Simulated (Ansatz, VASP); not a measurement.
## Ti3H: VASP beside Ansatz

File INCAR:

```
SYSTEM = Ti3H
PREC = Accurate
ENCUT = 520
EDIFF = 1E-6
ISMEAR = 0
SIGMA = 0.1
LREAL = .False.
LASPH = .True.
NELM = 60
ALGO = Normal
ISIF = 2
LWAVE = .False.
LCHARG = .False.
LDIPOL = .True.
IDIPOL = 3
DIPOL = 0.5 0.5 0.318
GGA = PE
NBANDS = 47
```

File KPOINTS:

```
regular mesh
0
Gamma
  6 6 1
  0 0 0
```

The input POSCAR:

```
Ti3H
1.0
    4.6039800811      0.0000000000      0.0000000000
   -2.3019900405      3.9871637087      0.0000000000
    0.0000000000      0.0000000000     22.4969948581
Ti H
6 2
Direct
    0.6666666667      0.3333333333      0.1778015253
    0.3333333333      0.6666666667      0.2195752601
    0.0000000000      0.0000000000      0.2613489950
    0.6666666667      0.3333333333      0.2980583739
    0.3333333333      0.6666666667      0.3304600279
    0.0000000000      0.0000000000      0.3776946615
    0.1671751195      0.8328248805      0.4403696992
    0.4994915471      0.5005084529      0.4403696992
```

Input for Ansatz:

```yaml
crystal:
  lattice:
    - [4.6039800811, 0.0, 0.0]
    - [-2.3019900405, 3.9871637087, 0.0]
    - [0.0, 0.0, 22.4969948581]
  atoms:
    - { symbol: Ti, position: [0.6666666667, 0.3333333333, 0.1778015253] }
    - { symbol: Ti, position: [0.3333333333, 0.6666666667, 0.2195752601] }
    - { symbol: Ti, position: [0.0, 0.0, 0.261348995] }
    - { symbol: Ti, position: [0.6666666667, 0.3333333333, 0.2980583739] }
    - { symbol: Ti, position: [0.3333333333, 0.6666666667, 0.3304600279] }
    - { symbol: Ti, position: [0.0, 0.0, 0.3776946615] }
    - { symbol: H, position: [0.1671751195, 0.8328248805, 0.4403696992] }
    - { symbol: H, position: [0.4994915471, 0.5005084529, 0.4403696992] }
basis:
  ecutwfc: 420
kpoints:
  mp_grid: { grid: [6, 6, 1] }
hamiltonian:
  xc: pbe
scf:
  occupations: { method: gaussian, width: 0.1 }
output:
  forces: true
  eigenvalues: true
  write_density: true
  write_potential: true
  elf: true
  volumetric_format: npy
efield:
  axis: 3
  dipole_correction: true
  ramp_width: 0.04
```

Alike in both runs: task single point; functional PBE; k mesh 6 × 6 × 1; occupations gaussian, width 0.1 eV; no spin polarisation.

```csv
,VASP,Ansatz
version,VASP 6.6.1,Ansatz 0.2.0
potentials or method,"VASP PAW PBE potentials, release 64 (Ti_sv, H), cutoff 520 eV","scalar-relativistic, plane waves, PAW"
valence electrons in the cell,74,74
```

Ansatz gave:

| Property | Result |
| --- | --- |
| gap on the k mesh at the Fermi level (eV) | none |
| rms of the force components (eV/Å) | 0.731 |

Task: Estimate VASP's values.

Result: gap on the k mesh at the Fermi level (eV): none; rms of the force components (eV/Å): 0.730.

Atom by atom the forces differ by 0.005 eV/Å (rms over components). A gap of «none» marks a metal or a gap that the smearing closes. The functional is the same, so the differences come from potentials, cutoffs and numerics. Ansatz's warnings: xc potential rough in thin density.
